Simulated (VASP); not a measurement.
# Al5GaAs6 (Pmm2) in VASP: a series of runs

Al5GaAs6 is run at these levels: PBE; tasks: relaxation of cell and atoms, single point.

All numbers are computed with VASP 6.6.1; they aren't measurements. Logs are shortened: lines on timing, memory, paths and dates and some standing lists are left out, and cuts for length are marked.

**1. The cell of the first run**

The structure is orthorhombic, space group Pmm2 (No. 25). Conventional cell: a = 3.838 Å, b = 11.514 Å, c = 5.428 Å, α = 90.00°, β = 90.00°, γ = 90.00°. Within 3.1 Å of Al (site symmetry m) lie 4 As at 2.35 Å. Within 3.1 Å of Al (site symmetry m) lie 4 As at 2.35 Å. Al (site symmetry mm2) has 4 As at 2.35 Å within 3.1 Å. Ga (site symmetry mm2) has 4 As at 2.35 Å within 3.1 Å. As (site symmetry m) has 3 Al at 2.35 Å and 1 Ga at 2.35 Å within 3.1 Å. Within 3.1 Å of As (site symmetry mm2) lie 2 Ga at 2.35 Å and 2 Al at 2.35 Å. As (site symmetry m) has 4 Al at 2.35 Å within 3.1 Å. Within 3.1 Å of As (site symmetry mm2) lie 4 Al at 2.35 Å.

**2. Relaxation of cell and atoms, PBE**

INCAR

```
SYSTEM = Al5GaAs6
PREC = Accurate ; ENCUT = 600
EDIFF = 1E-6 ; ISMEAR = 0
SIGMA = 0.1 ; LREAL = .FALSE.
LASPH = .TRUE. ; NELM = 100
ALGO = Normal ; ISIF = 3
LWAVE = .FALSE. ; LCHARG = .FALSE.
GGA = PE ; IBRION = 2
NSW = 90 ; EDIFFG = -0.04
```

KPOINTS

```
Automatic mesh
0
G
  4 2 4
  0 0 0
```

POSCAR

```
Al5GaAs6
1.0
    3.8380647000      0.0000000000      0.0000000000
    0.0000000000     11.5141941100      0.0000000000
    0.0000000000      0.0000000000      5.4278431600
Al Ga As
5 1 6
Direct
    0.0000000000      0.8333333300      0.0000000000
    0.0000000000      0.1666666700      0.0000000000
    0.5000000000      0.3333333300      0.5000000000
    0.0000000000      0.5000000000      0.0000000000
    0.5000000000      0.6666666700      0.5000000000
    0.5000000000      0.0000000000      0.5000000000
    0.5000000000      0.8333333300      0.7500000000
    0.0000000000      0.0000000000      0.2500000000
    0.5000000000      0.1666666700      0.7500000000
    0.0000000000      0.3333333300      0.2500000000
    0.5000000000      0.5000000000      0.7500000000
    0.0000000000      0.6666666700      0.2500000000
```

Potentials or basis: VASP PAW PBE potentials, release 64 (Al, Ga_d, As).

Run with:

```bash
> cat potpaw_PBE.64/Al/POTCAR potpaw_PBE.64/Ga_d/POTCAR potpaw_PBE.64/As/POTCAR > POTCAR
> mpirun -np 1 vasp_std > vasp.out
```

OUTCAR:

```text
SYSTEM = Al5GaAs6
   PREC = Accurate
   ENCUT = 600
   EDIFF = 1E-6
   ISMEAR = 0
   LREAL = .FALSE.
   LASPH = .TRUE.
   NELM = 100
   ISIF = 3
   GGA = PE
   IBRION = 2
   NSW = 90
   EDIFFG = -0.04

 ion  position               nearest neighbor table
   1  0.000  0.833  0.000-  12 2.35   7 2.35   7 2.35   8 2.35
   2  0.000  0.167  0.000-  10 2.35   9 2.35   9 2.35   8 2.35
   3  0.500  0.333  0.500-   9 2.35  10 2.35  10 2.35  11 2.35
   4  0.000  0.500  0.000-  11 2.35  11 2.35  12 2.35  10 2.35
   5  0.500  0.667  0.500-   7 2.35  12 2.35  12 2.35  11 2.35
   6  0.500  0.000  0.500-   8 2.35   8 2.35   9 2.35   7 2.35
   7  0.500  0.833  0.750-   5 2.35   1 2.35   1 2.35   6 2.35
   8  0.000  0.000  0.250-   6 2.35   6 2.35   1 2.35   2 2.35
   9  0.500  0.167  0.750-   3 2.35   2 2.35   2 2.35   6 2.35
  10  0.000  0.333  0.250-   2 2.35   3 2.35   3 2.35   4 2.35
  11  0.500  0.500  0.750-   4 2.35   4 2.35   5 2.35   3 2.35
  12  0.000  0.667  0.250-   1 2.35   5 2.35   5 2.35   4 2.35

  LATTYP: Found a simple orthorhombic cell.
 ALAT       =     3.8380647000
 B/A-ratio  =     1.4142135645
 C/A-ratio  =     3.0000000026

  Lattice vectors:

 A1 = (  -3.8380647000,   0.0000000000,   0.0000000000)
 A2 = (   0.0000000000,   0.0000000000,   5.4278431600)
 A3 = (   0.0000000000,  11.5141941100,   0.0000000000)

Analysis of symmetry for initial positions (statically):
=====================================================================
 Subroutine PRICEL returns:
 Original cell was already a primitive cell.

 Routine SETGRP: Setting up the symmetry group for a
 simple orthorhombic supercell.

 Subroutine GETGRP returns: Found  4 space group operations
 (whereof  4 operations were pure point group operations)
 out of a pool of  8 trial point group operations.

The static configuration has the point symmetry C_2v.

Analysis of symmetry for dynamics (positions and initial velocities):
=====================================================================
 Subroutine PRICEL returns:
 Original cell was already a primitive cell.

 Routine SETGRP: Setting up the symmetry group for a
 simple orthorhombic supercell.

 Subroutine GETGRP returns: Found  4 space group operations
 (whereof  4 operations were pure point group operations)
 out of a pool of  8 trial point group operations.

The dynamic configuration has the point symmetry C_2v.

 Subroutine INISYM returns: Found  4 space group operations
 (whereof  4 operations are pure point group operations),
 and found     1 'primitive' translations

----------------------------------------------------------------------------------------

                                     Primitive cell

  volume of cell :     239.8684

  direct lattice vectors                    reciprocal lattice vectors
     3.838064700  0.000000000  0.000000000     0.260547979  0.000000000  0.000000000
     0.000000000 11.514194110  0.000000000     0.000000000  0.086849326  0.000000000
     0.000000000  0.000000000  5.427843160     0.000000000  0.000000000  0.184235242

  length of vectors
     3.838064700 11.514194110  5.427843160     0.260547979  0.086849326  0.184235242

  position of ions in fractional coordinates (direct lattice)
     0.000000000  0.833333330  0.000000000
     0.000000000  0.166666670  0.000000000
     0.500000000  0.333333330  0.500000000
     0.000000000  0.500000000  0.000000000
     0.500000000  0.666666670  0.500000000
     0.500000000  0.000000000  0.500000000
     0.500000000  0.833333330  0.750000000
     0.000000000  0.000000000  0.250000000
     0.500000000  0.166666670  0.750000000
     0.000000000  0.333333330  0.250000000
     0.500000000  0.500000000  0.750000000
     0.000000000  0.666666670  0.250000000

  ion indices of the primitive-cell ions
   primitive index   ion index
                 1           1
                 2           2
                 3           3
                 4           4
                 5           5
                 6           6
                 7           7
                 8           8
                 9           9
                10          10
                11          11
                12          12

----------------------------------------------------------------------------------------

 KPOINTS: Automatic mesh

Automatic generation of k-mesh.
 Grid dimensions read from file:
 generate k-points for:    4    2    4

 Generating k-lattice:

  Cartesian coordinates                     Fractional coordinates (reciprocal lattice)
     0.065136995  0.000000000  0.000000000     0.250000000  0.000000000  0.000000000
     0.000000000  0.043424663  0.000000000     0.000000000  0.500000000  0.000000000
     0.000000000  0.000000000  0.046058811     0.000000000  0.000000000  0.250000000

  Length of vectors
     0.065136995  0.043424663  0.046058811

  Shift w.r.t. Gamma in fractional coordinates (k-lattice)
     0.000000000  0.000000000  0.000000000

 Subroutine IBZKPT returns following result:
 ===========================================

 Found     18 irreducible k-points:

 Following reciprocal coordinates:
            Coordinates               Weight
  0.000000  0.000000  0.000000      1.000000
  0.250000  0.000000  0.000000      2.000000
  0.500000  0.000000  0.000000      1.000000
  0.000000  0.500000  0.000000      1.000000
  0.250000  0.500000  0.000000      2.000000
  0.500000  0.500000  0.000000      1.000000
[... 10 lines left out ...]
  0.250000  0.500000  0.500000      2.000000
  0.500000  0.500000  0.500000      1.000000
   k-points           NKPTS =     18   k-points in BZ     NKDIM =     18   number of bands    NBANDS=     36
   number of dos      NEDOS =    301   number of ions     NIONS =     12
   total plane-waves  NPLWV = 147456
   dimension x,y,z NGX =    32 NGY =   96 NGZ =   48
   dimension x,y,z NGXF=    64 NGYF=  192 NGZF=   96
   ions per type =               5   1   6
   NGX,Y,Z   is equivalent  to a cutoff of  13.86, 13.86, 14.70 a.u.
   NGXF,Y,Z  is equivalent  to a cutoff of  27.72, 27.72, 29.40 a.u.
 SYSTEM =  Al5GaAs6
   PREC   = accura    normal or accurate (medium, high low for compatibility)
   ISTART =      0    job   : 0-new  1-cont  2-samecut
   ICHARG =      2    charge: 1-file 2-atom 10-const
   ISPIN  =      1    spin polarized calculation?
   LNONCOLLINEAR =      F non collinear calculations
   LSORBIT =      F    spin-orbit coupling
   LASPH  =      T    aspherical Exc in radial PAW
   ENCUT  =  600.0 eV  44.10 Ry    6.64 a.u.   7.67 23.00 10.84*2*pi/ulx,y,z
   NELM   =    100;   NELMIN=  2; NELMDL= -5     # of ELM steps
   EDIFF  = 0.1E-05   stopping-criterion for ELM
   LREAL  =      F    real-space projection
   EDIFFG = -.4E-01   stopping-criterion for IOM
   NSW    =     90    number of steps for IOM
   IBRION =      2    ionic relax: 0-MD 1-quasi-New 2-CG
   NFREE  =      1    steps in history (QN), initial steepest desc. (CG)
   ISIF   =      3    stress and relaxation
   ISYM   =      2    0-nonsym 1-usesym 2-fastsym
   POTIM  = 0.5000    time-step for ionic-motion
   TEBEG  =    0.0;   TEEND  =   0.0 temperature during run
   PSTRESS=    0.0 pullay stress
   NELECT =      58.0000    total number of electrons
   NUPDOWN=      -1.0000    fix difference up-down
   EMIN   =  10.00;   EMAX   =-10.00  energy-range for DOS
   EFERMI =   0.00;   METHOD = LEGACY
   ISMEAR =     0;   SIGMA  =   0.10  broadening in eV -4-tet -1-fermi 0-gaus
   EFERMI_NEDOS =   21; number of points for ismear=-14 and -15
   IALGO  =     38    algorithm
   IMIX   =      4    mixing-type and parameters
     AMIX     =   0.40;   BMIX     =  1.00
     AMIX_MAG =   1.60;   BMIX_MAG =  1.00
  volume/ion in A,a.u.               =      19.99       134.89
  Fermi-wavevector in a.u.,A,eV,Ry     =   1.019905  1.927341 14.152869  1.040207
  Thomas-Fermi vector in A             =   2.153445
   LORBIT       =      0    0 simple, 1 ext, 2 COOP (PROOUT), +10 PAW based schemes
   GGA     = PE    functional components
   LHFCALC =     F    Hartree Fock is set to
   AEXX    =    0.0000 exact exchange contribution
   IVDW    =     0    specifies the selected vdW correction
   LEPSILON=     F    determine dielectric tensor
   LRPA    =     F    only Hartree local field effects (RPA)
 conjugate gradient relaxation of ions
 non-spin polarized calculation
 Gauss-broadening in eV      SIGMA  =   0.10
  energy-cutoff  :      600.00
  volume of cell :      239.87
 maximum number of plane-waves:      8072
 NGX is ok and might be reduce to    32
   NGX = 15   NGY = 45   NGZ = 21

--------------------------------------- Ionic step        1  -------------------------------------------

 number of electron      58.0000021 magnetization

 Free energy of the ion-electron system (eV)
  ---------------------------------------------------
  ext. energy  EPLUGINS =         0.00000000
  ---------------------------------------------------
  free energy    TOTEN  =       -53.22179856 eV

  energy without entropy =      -53.22179856  energy(sigma->0) =      -53.22179856

 E-fermi :   5.5571     XC(G=0):  -9.6401

 val. band max:        5.0828768562   @ k =   0.0000   0.0000   0.0000
 cond. band min:       6.2341731540   @ k =   0.5000   0.5000   0.0000
 fundamental gap:      1.1512962978
 Fermi energy:         5.5571463480

 k-point     1 :       0.0000    0.0000    0.0000
  band No.  band energies     occupation
      1      -9.6526      2.00000
      2      -9.6217      2.00000
      3      -9.5660      2.00000
      4      -9.5075      2.00000
      5      -9.4862      2.00000
      6      -7.7621      2.00000
[... 918 lines left out ...]
  energy  without entropy=      -55.0679106685  energy(sigma->0) =      -55.06791067

--------------------------------------- Ionic step        6  -------------------------------------------

 number of electron      58.0000018 magnetization

 Free energy of the ion-electron system (eV)
  ---------------------------------------------------
  ext. energy  EPLUGINS =         0.00000000
  ---------------------------------------------------
  free energy    TOTEN  =       -55.06881830 eV

  energy without entropy =      -55.06881830  energy(sigma->0) =      -55.06881830

 E-fermi :   4.0525     XC(G=0):  -8.9794

 val. band max:        3.5978219540   @ k =   0.0000   0.0000   0.0000
 cond. band min:       5.0217721668   @ k =   0.0000   0.0000   0.0000
 fundamental gap:      1.4239502128
 Fermi energy:         4.0525010572

 k-point     1 :       0.0000    0.0000    0.0000
  band No.  band energies     occupation
      1     -10.8654      2.00000
      2     -10.8502      2.00000
      3     -10.8208      2.00000
      4     -10.7837      2.00000
      5     -10.7701      2.00000
      6      -8.2175      2.00000
[... 730 lines left out ...]
  FREE ENERGIE OF THE ION-ELECTRON SYSTEM (eV)
  ---------------------------------------------------
  free  energy   TOTEN  =       -55.0688182974 eV

  energy  without entropy=      -55.0688182974  energy(sigma->0) =      -55.06881830

 reached required accuracy - stopping structural energy minimisation
```

Wall time 7.6 min (1 thread of Intel Xeon 6975P-C (Granite Rapids), shared host); peak memory 0.51 GiB.

What came out:

| Item | Value |
| --- | --- |
| Free energy | -55.0688 eV |
| Relaxed volume | 23.53 Å³/atom |
| Relaxed cell | a = 4.074 Å, b = 12.160 Å, c = 5.700 Å, α = 90.00°, β = 90.00°, γ = 90.00° |
| Space group after relaxing (to 0.1 Å) | Pmm2 (No. 25) |
| Energy gained by relaxing | 153.9 meV/atom |
| Ionic steps | 6 |
| Pressure after relaxing | 0.2 GPa |
| Largest force after relaxing | 0.023 eV/Å |
| Band gap on the k mesh | 1.42 eV |

Forces in eV/Å, atoms in the order of the input:
```
Al   0.000 -0.023 -0.001
Al   0.000  0.023 -0.001
Al   0.000  0.011 -0.003
Al   0.000  0.000 -0.005
Al   0.000 -0.011 -0.003
Ga   0.000  0.000  0.001
As   0.000  0.002 -0.005
As   0.000  0.000  0.013
As   0.000 -0.002 -0.005
As   0.000 -0.003  0.005
As   0.000  0.000 -0.001
As   0.000  0.003  0.005
```

Step by step:
```csv
step,energy change (eV),largest force (eV/Å),pressure (GPa),volume (Å³)
1,0.0000,0.1050,15.77,239.87
2,-1.2406,0.0744,-5.56,314.87
3,-1.8452,0.0667,-0.02,283.28
4,-1.8447,0.0667,0.19,282.37
5,-1.8461,0.0387,0.20,282.37
6,-1.8470,0.0231,0.20,282.37
```

Final structure:
```
Al Ga As
1.0
     4.07414    0.00000    0.00000
     0.00000   12.16011    0.00000
     0.00000    0.00000    5.69953
Al Ga As
5 1 6
Direct
  0.00000 0.83337 0.99960
  0.00000 0.16663 0.99960
  0.50000 0.33329 0.49947
  0.00000 0.50000 0.99965
  0.50000 0.66671 0.49947
  0.50000 0.00000 0.49974
  0.50000 0.83284 0.75142
  0.00000 0.00000 0.24838
  0.50000 0.16716 0.75142
  0.00000 0.33335 0.25035
  0.50000 0.50000 0.75055
  0.00000 0.66665 0.25035
```

Levels at points of the mesh, in eV from the valence-band top:
```tsv
k point	band 27	band 28	band 29	band 30	band 31	band 32
(0.00, 0.00, 0.00)	-0.03	-0.01	0.00	1.42	1.46	2.12
(0.50, 0.00, 0.00)	-2.18	-0.96	-0.93	2.00	2.05	2.17
(0.00, 0.50, 0.00)	-0.46	-0.19	-0.05	1.81	1.88	2.37
(0.50, 0.50, 0.00)	-1.67	-1.67	-1.64	1.49	1.49	1.96
(0.00, 0.00, 0.50)	-1.08	-1.07	-0.96	1.86	2.44	2.44
(0.50, 0.00, 0.50)	-0.85	-0.84	-0.81	1.63	1.98	3.70
(0.00, 0.50, 0.50)	-0.87	-0.85	-0.82	1.53	1.93	2.74
(0.50, 0.50, 0.50)	-1.16	-1.16	-1.11	2.57	3.01	3.02
```

Caveat: the volume moved by over 15 % at a fixed basis, so the end points are rough.

**3. Single point, PBE**

INCAR

```
SYSTEM = Al5GaAs6
  ALGO = Normal
  EDIFF = 1E-6
  ENCUT = 520
  GGA = PE
  ISIF = 2
  ISMEAR = 0
  LASPH = .TRUE.
  LCHARG = .FALSE.
  LREAL = .FALSE.
  LWAVE = .FALSE.
  NBANDS = 41
  NELM = 60
  PREC = Accurate
  SIGMA = 0.1
```

KPOINTS

```
k-points
0
G
  4 2 4
  0 0 0
```

POSCAR is that of step 2.

Potentials or basis: VASP PAW PBE potentials, release 64 (Al, Ga_d, As).

Run with:

```bash
> cat potpaw_PBE.64/Al/POTCAR potpaw_PBE.64/Ga_d/POTCAR potpaw_PBE.64/As/POTCAR > POTCAR
> mpirun -np 1 vasp_std > vasp.out
```

Wall time 5.4 min (1 thread of AMD EPYC 7R13, shared host); peak memory 0.38 GiB.

The run converged. Its results:

- Free energy: -53.2215 eV
- Pressure: 15.8 GPa
- Largest force: 0.105 eV/Å
- Band gap on the k mesh: 1.15 eV (least direct gap 1.16 eV)

Forces in eV/Å, atoms in the order of the input:
```
Al   0.000  0.017 -0.006
Al   0.000 -0.017 -0.006
Al   0.000 -0.009 -0.014
Al   0.000  0.000 -0.004
Al   0.000  0.009 -0.014
Ga   0.000  0.000 -0.009
As   0.000 -0.043  0.068
As   0.000  0.000 -0.105
As   0.000  0.043  0.068
As   0.000  0.004 -0.001
As   0.000  0.000  0.023
As   0.000 -0.004 -0.001
```

Stress tensor (GPa, compression positive):
```
16.36  0.00  0.00
 0.00 15.65  0.00
 0.00  0.00 15.32
```

Levels at points of the mesh, in eV from the valence-band top:
```tsv
k point	band 27	band 28	band 29	band 30	band 31	band 32
(0.00, 0.00, 0.00)	-0.04	-0.02	0.00	1.16	2.05	2.45
(0.50, 0.00, 0.00)	-2.63	-1.11	-1.11	1.81	1.82	2.00
(0.00, 0.50, 0.00)	-0.60	-0.18	-0.01	1.66	1.79	3.17
(0.50, 0.50, 0.00)	-2.01	-2.00	-1.98	1.15	1.15	1.91
(0.00, 0.00, 0.50)	-1.22	-1.19	-1.09	2.23	2.50	2.72
(0.50, 0.00, 0.50)	-1.02	-1.00	-0.99	2.18	2.56	3.81
(0.00, 0.50, 0.50)	-1.02	-0.99	-0.98	2.11	2.57	3.01
(0.50, 0.50, 0.50)	-1.42	-1.41	-1.36	3.08	3.51	3.52
```

Caveat: the cell stands under pressure.

(Continued in part 2 of 2.)
